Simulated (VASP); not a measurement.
**Cd5Se2S3: single point with PBE**

Cd5Se2S3:

```
Cd Se S
1.0
     0.00000   -4.26760    0.00000
     4.26760    0.00000    0.00000
    -2.13380    2.13380   15.07302
Cd Se S
5 2 3
Direct
  0.59596 0.59596 0.19191
  0.20187 0.20187 0.40375
  0.79813 0.79813 0.59625
  0.40404 0.40404 0.80809
  0.00000 0.00000 0.00000
  0.85108 0.35108 0.70216
  0.64892 0.14892 0.29784
  0.25000 0.75000 0.50000
  0.45209 0.95209 0.90418
  0.04791 0.54791 0.09582
```

```yaml
Program: VASP 6.6.1
Task: single point
Functional: PBE
Potentials_or_basis: VASP PAW PBE potentials, release 64 (Cd, Se, S)
Cutoff: 520 eV
k_mesh: 4 × 4 × 4
Occupations: gaussian, width 0.1 eV
Spin: no spin polarisation
```

```yaml
Pressure: 0.3 GPa
Largest_force: 0.004 eV/Å
Band_gap_on_the_k_mesh: 0.75 eV
```

Forces in eV/Å, atoms in the order of the input:
```
Cd   0.000  0.000  0.004
Cd   0.000  0.000 -0.002
Cd   0.000  0.000  0.002
Cd   0.000  0.000 -0.004
Cd   0.000  0.000  0.000
Se   0.000  0.000  0.001
Se   0.000  0.000 -0.001
S    0.000  0.000  0.000
S    0.000  0.000  0.000
S    0.000  0.000  0.000
```

Stress tensor (GPa, compression positive):
```
0.39 0.00 0.00
0.00 0.39 0.00
0.00 0.00 0.23
```

Levels at points of the mesh, in eV from the valence-band top:
```csv
k point,band 42,band 43,band 44,band 45,band 46,band 47,band 48,band 49
"(0.00, 0.00, 0.00)",-0.50,-0.06,0.00,0.00,0.75,2.79,2.85,3.54
"(0.50, 0.00, 0.00)",-0.95,-0.73,-0.41,-0.40,2.61,3.02,3.04,3.68
"(0.50, 0.50, 0.00)",-1.84,-1.83,-1.73,-1.64,3.35,3.88,3.90,3.98
"(0.00, 0.00, 0.50)",-0.24,-0.24,-0.14,-0.14,1.64,1.68,3.42,3.57
```

Wall time 2.9 min on 1 thread of Intel(R) Xeon(R) Platinum 8375C CPU @ 2.90GHz (Ice Lake), on a shared host, peak memory 0.43 GiB.

A k mesh can miss the band edges.
